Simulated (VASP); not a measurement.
**PbS: single point with PBEsol**

PbS:

```xyz
4
Lattice="2.0800 -5.9913 0.0000 2.0800 5.9913 0.0000 0.0000 0.0000 4.2793" Properties=species:S:1:pos:R:3 pbc="T T T"
Pb    2.0800   -4.4268    3.2095
Pb    2.0800    4.4268    1.0698
S     2.0800   -1.7399    3.2095
S     2.0800    1.7399    1.0698
```

```json
{"Program": "VASP 6.6.1", "Task": "single point", "Functional": "PBEsol", "Potentials or basis": "VASP PAW PBE potentials, release 64 (Pb_d, S)", "Cutoff": "520 eV", "k mesh": "6 × 6 × 6", "Occupations": "gaussian, width 0.01 eV", "Spin": "no spin polarisation", "Dipole correction": "no", "k mesh for the DOS": "9 × 9 × 9", "Occupations for the DOS": "tetrahedron", "Further INCAR settings": "ALGO = Normal; EDIFF = 1e-07; NBANDS = 28"}
```

```
Valence electrons inside the program's atomic spheres : Pb 11.84; S 3.66
```

Levels at points of the mesh, in eV from the valence-band top:
```tsv
k point	band 17	band 18	band 19	band 20	band 21	band 22	band 23	band 24
(0.00, 0.00, 0.00)	-2.34	-1.61	-1.43	-0.44	4.65	4.66	4.88	5.58
```

Run time: 10 min on 1 thread of Intel Xeon 8259CL, with other jobs on the host, peak memory 0.46 GiB.

Caveat: spin-orbit coupling is left out, which moves the levels of the heavy elements.
